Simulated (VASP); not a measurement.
# GaSi2S2 (Cmmm) in VASP: single point with PBE

Aim: the single point of GaSi2S2 with PBE.

All numbers are computed with VASP 6.6.1; they aren't measurements. Logs are shortened: lines on timing, memory, paths and dates and some standing lists are left out, and cuts for length are marked.

### Step 1. The cell of the first run

It takes space group Cmmm (No. 65, orthorhombic). The conventional cell has a = 4.847 Å, b = 8.188 Å, c = 5.799 Å, α = 90.00°, β = 90.00°, γ = 90.00°. Ga (site symmetry mmm) has 2 S at 2.42 Å within 3.2 Å. Si (site symmetry 2/m) has 2 S at 2.38 Å and 2 Si at 2.42 Å within 3.1 Å. S (site symmetry mmm) has 4 Si at 2.38 Å and 2 S at 2.90 Å within 3.1 Å. S (site symmetry mmm) has 2 Ga at 2.42 Å and 2 S at 2.90 Å within 3.2 Å.

### Step 2. Single point, PBE

File INCAR:

```
SYSTEM = GaSi2S2
PREC = Accurate ; ENCUT = 500
EDIFF = 1E-6 ; ISMEAR = 0
SIGMA = 0.2 ; LREAL = .False.
LASPH = .True. ; NELM = 120
ALGO = Normal ; ISIF = 2
LWAVE = .False. ; LCHARG = .False.
GGA = PE ; NBANDS = 24
GGA_COMPAT = .False.
```

File KPOINTS:

```
regular mesh
0
Gamma
  4 4 3
  0 0 0
```

File POSCAR:

```
GaSi2S2
1.0
    2.4234314759     -4.0940352383      0.0000000000
    2.4234314759      4.0940352383      0.0000000000
    0.0000000000      0.0000000000      5.7988047340
Ga Si S
1 2 2
Direct
    0.5000000000      0.5000000000      0.0000000000
    0.0000000000      0.5000000000      0.5000000000
    0.5000000000      0.0000000000      0.5000000000
    0.0000000000      0.0000000000      0.5000000000
    0.0000000000      0.0000000000      0.0000000000
```

Potentials or basis: VASP PAW PBE potentials, release 64 (Ga_d, Si, S).

Run with:

```console
$ cat potpaw_PBE.64/Ga_d/POTCAR potpaw_PBE.64/Si/POTCAR potpaw_PBE.64/S/POTCAR > POTCAR
$ mpirun -np 1 vasp_std > vasp.out
```

OUTCAR:

```text
SYSTEM = GaSi2S2
   PREC = Accurate
   ENCUT = 500
   EDIFF = 1E-6
   ISMEAR = 0
   LREAL = .False.
   LASPH = .True.
   NELM = 120
   ISIF = 2
   GGA = PE

 ion  position               nearest neighbor table
   1  0.500  0.500  0.000-   5 2.42   5 2.42
   2  0.000  0.500  0.500-   4 2.38   4 2.38   3 2.42   3 2.42
   3  0.500  0.000  0.500-   4 2.38   4 2.38   2 2.42   2 2.42
   4  0.000  0.000  0.500-   2 2.38   3 2.38   2 2.38   3 2.38
   5  0.000  0.000  0.000-   1 2.42   1 2.42

  LATTYP: Found a base centered orthorhombic cell.
 ALAT       =     4.8468629518
 B/A-ratio  =     1.6893546523
 C/A-ratio  =     1.1964036928

  Lattice vectors:

 A1 = (   2.4234314759,  -4.0940352383,   0.0000000000)
 A2 = (   2.4234314759,   4.0940352383,   0.0000000000)
 A3 = (   0.0000000000,   0.0000000000,   5.7988047340)

Analysis of symmetry for initial positions (statically):
=====================================================================
 Subroutine PRICEL returns:
 Original cell was already a primitive cell.

 Routine SETGRP: Setting up the symmetry group for a
 base centered orthorhombic supercell.

 Subroutine GETGRP returns: Found  8 space group operations
 (whereof  8 operations were pure point group operations)
 out of a pool of  8 trial point group operations.

The static configuration has the point symmetry D_2h.

Analysis of symmetry for dynamics (positions and initial velocities):
=====================================================================
 Subroutine PRICEL returns:
 Original cell was already a primitive cell.

 Routine SETGRP: Setting up the symmetry group for a
 base centered orthorhombic supercell.

 Subroutine GETGRP returns: Found  8 space group operations
 (whereof  8 operations were pure point group operations)
 out of a pool of  8 trial point group operations.

The dynamic configuration has the point symmetry D_2h.

 Subroutine INISYM returns: Found  8 space group operations
 (whereof  8 operations are pure point group operations),
 and found     1 'primitive' translations

----------------------------------------------------------------------------------------

                                     Primitive cell

  volume of cell :     115.0670

  direct lattice vectors                    reciprocal lattice vectors
     2.423431476 -4.094035238  0.000000000     0.206319017 -0.122128895  0.000000000
[... 82 lines left out ...]
   LREAL  =      F    real-space projection
   EDIFFG = 0.1E-04   stopping-criterion for IOM
   NSW    =      0    number of steps for IOM
   IBRION =     -1    ionic relax: 0-MD 1-quasi-New 2-CG
   NFREE  =      0    steps in history (QN), initial steepest desc. (CG)
   ISIF   =      2    stress and relaxation
   ISYM   =      2    0-nonsym 1-usesym 2-fastsym
   POTIM  = 0.5000    time-step for ionic-motion
   TEBEG  =    0.0;   TEEND  =   0.0 temperature during run
   PSTRESS=    0.0 pullay stress
   NELECT =      33.0000    total number of electrons
   NUPDOWN=      -1.0000    fix difference up-down
   EMIN   =  10.00;   EMAX   =-10.00  energy-range for DOS
   EFERMI =   0.00;   METHOD = LEGACY
   ISMEAR =     0;   SIGMA  =   0.20  broadening in eV -4-tet -1-fermi 0-gaus
   EFERMI_NEDOS =   21; number of points for ismear=-14 and -15
   IALGO  =     38    algorithm
   IMIX   =      4    mixing-type and parameters
     AMIX     =   0.40;   BMIX     =  1.00
     AMIX_MAG =   1.60;   BMIX_MAG =  1.00
  volume/ion in A,a.u.               =      23.01       155.30
  Fermi-wavevector in a.u.,A,eV,Ry     =   1.079599  2.040147 15.858058  1.165534
  Thomas-Fermi vector in A             =   2.215568
   LORBIT       =      0    0 simple, 1 ext, 2 COOP (PROOUT), +10 PAW based schemes
   GGA     = PE    functional components
   LHFCALC =     F    Hartree Fock is set to
   AEXX    =    0.0000 exact exchange contribution
   IVDW    =     0    specifies the selected vdW correction
   LEPSILON=     F    determine dielectric tensor
   LRPA    =     F    only Hartree local field effects (RPA)
 non-spin polarized calculation
 Gauss-broadening in eV      SIGMA  =   0.20
  energy-cutoff  :      500.00
  volume of cell :      115.07
 maximum number of plane-waves:      2938
 NGX is ok and might be reduce to    36
   NGX = 17   NGY = 17   NGZ = 21

 number of electron      32.9999996 magnetization

 Free energy of the ion-electron system (eV)
  ---------------------------------------------------
  ext. energy  EPLUGINS =         0.00000000
  ---------------------------------------------------
  free energy    TOTEN  =       -19.17491292 eV

  energy without entropy =      -19.11871970  energy(sigma->0) =      -19.14681631

 E-fermi :   4.1586     XC(G=0):  -9.1344

 val. band max:        4.0432594024   @ k =   0.0000   0.0000   0.0000
 cond. band min:       4.1598795359   @ k =   0.5000   0.0000   0.3333
 fundamental gap:      0.1166201335
 Fermi energy:         4.1585589171

 k-point     1 :       0.0000    0.0000    0.0000
  band No.  band energies     occupation
      1     -10.9470      2.00000
      2     -10.6614      2.00000
      3     -10.6413      2.00000
      4     -10.6070      2.00000
      5     -10.5588      2.00000
      6     -10.5553      2.00000
[... 367 lines left out ...]
     23       8.1791      0.00000
     24      10.5473      0.00000

------------------------ aborting loop because EDIFF is reached ----------------------------------------

  FORCE on cell =-STRESS in cart. coord.  units (eV):
  Direction    XX          YY          ZZ          XY          YZ          ZX
  --------------------------------------------------------------------------------------
  -------------------------------------------------------------------------------------
  Total       -0.3489016     -0.4267857     -0.1137440      0.0000000      0.0000000      0.0000000
  in kB       -4.8580584     -5.9425065     -1.5837555      0.0000000      0.0000000      0.0000000
  external PRESSURE =      -4.1281068 kB  Pullay stress =       0.0000000 kB

 VOLUME and BASIS-vectors are now :
 -----------------------------------------------------------------------------
  energy-cutoff  :      500.00
  volume of cell :      115.07
      direct lattice vectors                 reciprocal lattice vectors
     2.423431476 -4.094035238  0.000000000     0.206319017 -0.122128895  0.000000000
     2.423431476  4.094035238  0.000000000     0.206319017  0.122128895  0.000000000
     0.000000000  0.000000000  5.798804734     0.000000000  0.000000000  0.172449332

 POSITION                                       TOTAL-FORCE (eV/Angst)
 -----------------------------------------------------------------------------------
      2.42343      0.00000      0.00000         0.000000      0.000000      0.000000
      1.21172      2.04702      2.89940        -0.000000     -0.000000      0.000000
      1.21172     -2.04702      2.89940        -0.000000     -0.000000      0.000000
      0.00000      0.00000      2.89940        -0.000000     -0.000000      0.000000
      0.00000      0.00000      0.00000        -0.000000     -0.000000      0.000000
 -----------------------------------------------------------------------------------
    total drift:                                0.000000      0.000000      0.000000

  FREE ENERGIE OF THE ION-ELECTRON SYSTEM (eV)
  ---------------------------------------------------
  free  energy   TOTEN  =       -19.1749129226 eV

  energy  without entropy=      -19.1187196966  energy(sigma->0) =      -19.14681631
```

Run time: 17 s. Hardware: 1 thread of AMD EPYC 9R45 (Zen 5), shared host; peak memory 0.2 GiB.

What came out:

```yaml
Free_energy: -19.1749 eV
Pressure: -0.4 GPa
```

Stress tensor (GPa, compression positive):
```
-0.49  0.00  0.00
 0.00 -0.59  0.00
 0.00  0.00 -0.16
```

Levels at points of the mesh, in eV from the Fermi level:
```tsv
k point	band 14	band 15	band 16	band 17	band 18	band 19	band 20	band 21
(0.00, 0.00, 0.00)	-3.28	-2.50	-1.48	-0.12	0.82	3.00	3.10	3.76
(0.50, 0.00, 0.00)	-1.31	-0.84	0.52	1.27	1.35	2.04	2.08	2.33
(0.50, 0.50, 0.00)	-2.63	-1.90	-1.10	0.77	1.20	1.82	1.83	2.01
```

Caveat: the k points lie up to 0.38 Å⁻¹ apart; this functional lacks dispersion, which binds the layers, so the pressure and a relaxed spacing across them are unreliable.
